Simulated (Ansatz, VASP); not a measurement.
**PbS in VASP and in Ansatz**

File INCAR:

```
ALGO = Normal
EDIFF = 1E-6
ENCUT = 520
GGA = PS
ISIF = 2
ISMEAR = 0
LASPH = True
LCHARG = True
LELF = True
LREAL = False
LVHAR = True
LWAVE = False
NBANDS = 17
NELM = 80
PREC = Accurate
SIGMA = 0.15
```

Contents of KPOINTS:

```
k-points
0
Gamma
  14 14 14
```

POSCAR

```
PbS
1.0
    3.6536590000      0.0000000000      0.0000000000
    0.0000000000      3.6536590000      0.0000000000
    0.0000000000      0.0000000000      3.7450004750
Pb S
1 1
Direct
    0.0000000000      0.0000000000      0.0000000000
    0.5000000000      0.5000000000      0.5000000000
```

Input for Ansatz:

```yaml
crystal:
  lattice:
    - [3.653659, 0.0, 0.0]
    - [0.0, 3.653659, 0.0]
    - [0.0, 0.0, 3.745000475]
  atoms:
    - { symbol: Pb, position: [0.0, 0.0, 0.0] }
    - { symbol: S, position: [0.5, 0.5, 0.5] }
basis:
  ecutwfc: 420
kpoints:
  mp_grid: { grid: [14, 14, 14] }
hamiltonian:
  xc: pbesol
scf:
  occupations: { method: gaussian, width: 0.15 }
output:
  forces: true
  stress: true
  eigenvalues: true
```

Change from the starting cell: strain +0.0250 x Voigt [0, 0, 1, 0, 0, 0], atoms carried along.

Alike in both runs: task single point; functional PBEsol; k mesh 14 × 14 × 14; occupations gaussian, width 0.15 eV; no spin polarisation.

```csv
,VASP,Ansatz
version,VASP 6.6.1,Ansatz 0.2.0
potentials or method,"VASP PAW PBE potentials, release 64 (Pb_d, S), cutoff 520 eV","scalar-relativistic, plane waves, PAW"
valence electrons in the cell,20,20
```

```tsv
	VASP	Ansatz	Ansatz less VASP
gap on the k mesh at the Fermi level (eV)	none	none	-
pressure (GPa)	-4.6	-4.5	+0.04
traceless stress, the component that is largest in VASP (GPa)	-1.36	-1.36	0.000
```

VASP's potentials were made for PBE, not for PBEsol. A gap of «none» marks a metal or a gap that the smearing closes.

Spin-orbit coupling is off throughout.
